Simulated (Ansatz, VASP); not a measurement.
**MgO: VASP beside Ansatz**

INCAR

```
SYSTEM = MgO
PREC = Accurate
ENCUT = 520
EDIFF = 1E-6
ISMEAR = 0
SIGMA = 0.05
LREAL = .False.
LASPH = .True.
NELM = 60
ALGO = Normal
ISIF = 2
LWAVE = .False.
LCHARG = .False.
GGA = PE
NBANDS = 16
```

Contents of KPOINTS:

```
Automatic mesh
0
Gamma
  9 9 6
  0 0 0
```

The input POSCAR:

```
MgO
1.0
    3.5213164829      0.0000000000      0.0000000000
   -1.7606582415      3.0495495290      0.0000000000
    0.0000000000      0.0000000000      4.3242000000
Mg O
2 2
Direct
    0.6666666667      0.3333333333      0.7500000000
    0.3333333333      0.6666666667      0.2500000000
    0.6666666667      0.3333333333      0.2500000000
    0.3333333333      0.6666666667      0.7500000000
```

Input for Ansatz:

```yaml
crystal:
  lattice:
    - [3.5213164829, 0.0, 0.0]
    - [-1.7606582415, 3.049549529, 0.0]
    - [0.0, 0.0, 4.3242]
  atoms:
    - { symbol: Mg, position: [0.6666666667, 0.3333333333, 0.75] }
    - { symbol: Mg, position: [0.3333333333, 0.6666666667, 0.25] }
    - { symbol: O, position: [0.6666666667, 0.3333333333, 0.25] }
    - { symbol: O, position: [0.3333333333, 0.6666666667, 0.75] }
basis:
  ecutwfc: 520.0
kpoints:
  mp_grid: { grid: [9, 9, 6] }
hamiltonian:
  xc: pbe
  pseudopotentials: { kind: paw, azcp: { folder: soft_1 } }
scf:
  occupations: { method: gaussian, width: 0.05 }
output:
  forces: true
  stress: true
  eigenvalues: true
  write_density: true
  write_potential: true
  elf: true
  volumetric_format: npy
```

Alike in both runs: task single point; functional PBE; k mesh 9 × 9 × 6; occupations gaussian, width 0.05 eV; no spin polarisation.

|  | VASP | Ansatz |
| --- | --- | --- |
| version | VASP 6.6.1 | Ansatz 0.2.0 |
| potentials or method | VASP PAW PBE potentials, release 64 (Mg, O), cutoff 520 eV | scalar-relativistic, plane waves, PAW |
| valence electrons in the cell | 16 | 32 |

```csv
,VASP,Ansatz,Ansatz less VASP
gap on the k mesh at the Fermi level (eV),3.13,3.15,+0.021
least direct gap on the mesh (eV),3.13,3.15,+0.021
pressure (GPa),-2.9,-2.3,+0.57
"traceless stress, the component that is largest in VASP (GPa)",-1.90,-1.79,+0.109
```

With one functional, cell and mesh, what is left measures potentials, basis and numerics. VASP's potentials hold 16 valence electrons a cell and Ansatz's 32, so a difference there can come from the potentials and not from the codes.
